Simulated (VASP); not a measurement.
# W12S: single point with PBE

W12S, a slab with vacuum:

```
W S
1.0
     5.70944    0.00000    0.00000
     0.00000    5.70944    0.00000
     0.00000    0.00000   19.44464
W S
12 1
Cartesian
  1.4274 1.4274 4.0000
  1.4274 4.2821 4.0000
  4.2821 1.4274 4.0000
  4.2821 4.2821 4.0000
  0.0000 0.0000 5.9718
  0.0000 2.8547 5.9718
  2.8547 0.0000 5.9718
  2.8547 2.8547 5.9718
  1.4274 1.4274 7.9446
  1.4274 4.2821 7.9446
  4.2821 1.4274 7.9446
  4.2821 4.2821 7.9446
  1.4274 1.4274 10.1341
```

- Program: VASP 6.6.1
- Task: single point
- Functional: PBE
- Potentials or basis: VASP PAW PBE potentials, release 64 (W_sv, S)
- Cutoff: 520 eV
- k mesh: 5 × 5 × 1
- Occupations: gaussian, width 0.1 eV
- Spin: no spin polarisation

| Quantity | Value |
| --- | --- |
| Largest force | 1.265 eV/Å |
| Band gap on the k mesh | zero (bands 87 and 88 overlap by 0.23 eV) |

Forces in eV/Å, atoms in the order of the input:
```
W    0.000  0.000  0.243
W    0.000  0.000 -0.201
W    0.000  0.000 -0.201
W    0.000  0.000  0.110
W   -0.312 -0.312 -0.011
W   -0.312  0.312 -0.011
W    0.312 -0.312 -0.011
W    0.312  0.312 -0.011
W    0.000  0.000  1.265
W    0.000  0.000 -0.313
W    0.000  0.000 -0.313
W    0.000  0.000 -0.536
S    0.000  0.000 -0.009
```

Levels at points of the mesh, in eV from the Fermi level:
```
           k point  band 84  band 85  band 86  band 87  band 88  band 89  band 90  band 91
(0.00, 0.00, 0.00)    -0.29    -0.11    -0.11     0.15     0.16     0.16     1.01     1.02
```

Run time: 26 min on 1 thread of Oxide Virtual Turin-like Processor (shared host), peak memory 0.71 GiB.

Caveat: spin-orbit coupling is left out, which moves the levels of the heavy elements.
